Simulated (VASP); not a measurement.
Here is a VASP 6.6.1 calculation.

The input INCAR:

```
  PREC = Accurate
  ENCUT = 520
  EDIFF = 1E-8
  ISMEAR = -1
  SIGMA = 0.05
  LREAL = F
  LASPH = T
  NELM = 100
  ALGO = Normal
  ISIF = 2
  LWAVE = F
  LCHARG = F
  GGA = PE
  LEFG = T
  NBANDS = 12
```

Contents of KPOINTS:

```
regular mesh
0
Gamma
  9 9 9
```

Contents of POSCAR:

```
Sb
1.0
    2.1256720836      1.2121766789      3.7270387499
   -2.1755285804      1.2336826823      3.7485447533
   -0.0063035032     -2.5020193611      3.7564164968
Sb
2
Direct
    0.2336400000      0.2336400000      0.2336400000
    0.7663600000      0.7663600000      0.7663600000
```

Potentials or basis: VASP PAW PBE potentials, release 64 (Sb).

Launch:

```console
$ cat potpaw_PBE.64/Sb/POTCAR > POTCAR
$ mpirun -np 1 vasp_std > vasp.out
```

(1) What does it give for the pressure?

(2) Estimate the largest force.

## Answers

(1) 3.2 GPa.

(2) 0.251 eV/Å.

Caveat: the cell differs from its parent crystal (equal xy, yz and zx shear strains of -1 %); without QUAD_EFG the Cq values of the log hold for a quadrupole moment of 1 mb, not for the nuclei.
